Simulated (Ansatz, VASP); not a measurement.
**One calculation of GePt, two programs**

```xyz
4
Lattice="0.0000 3.2220 3.2220 3.2220 0.0000 3.2220 3.2220 3.2220 0.0000" Properties=species:S:1:pos:R:3 pbc="T T T"
Ge    1.6110    1.6110    1.6110
Ge    0.0000    0.0000    0.0000
Pt    4.8330    4.8330    4.8330
Pt    3.2220    3.2220    3.2220
```

Alike in both runs: functional PBE; k mesh 5 × 5 × 5; occupations gaussian, width 0.2 eV; no spin polarisation.

Ansatz relaxed the structure, and its values are those at the end. VASP's run is a single point on that final structure, the one shown.

```csv
,VASP,Ansatz
version,VASP 6.6.1,Ansatz 0.2.0
potentials or method,"VASP PAW PBE potentials, release 64 (Ge_d, Pt), cutoff 500 eV","scalar-relativistic, plane waves, PAW"
valence electrons in the cell,48,64
```

|  | VASP | Ansatz | Ansatz less VASP |
| --- | --- | --- | --- |
| gap on the k mesh at the Fermi level (eV) | none | none | - |
| pressure (GPa) | -0.1 | -0.1 | +0.01 |

A gap of «none» marks a metal or a gap that the smearing closes. The functional is the same, so the differences come from potentials, cutoffs and numerics. VASP's potentials hold 48 valence electrons a cell and Ansatz's 64, so a difference there can come from the potentials and not from the codes.

Spin-orbit coupling is off throughout.
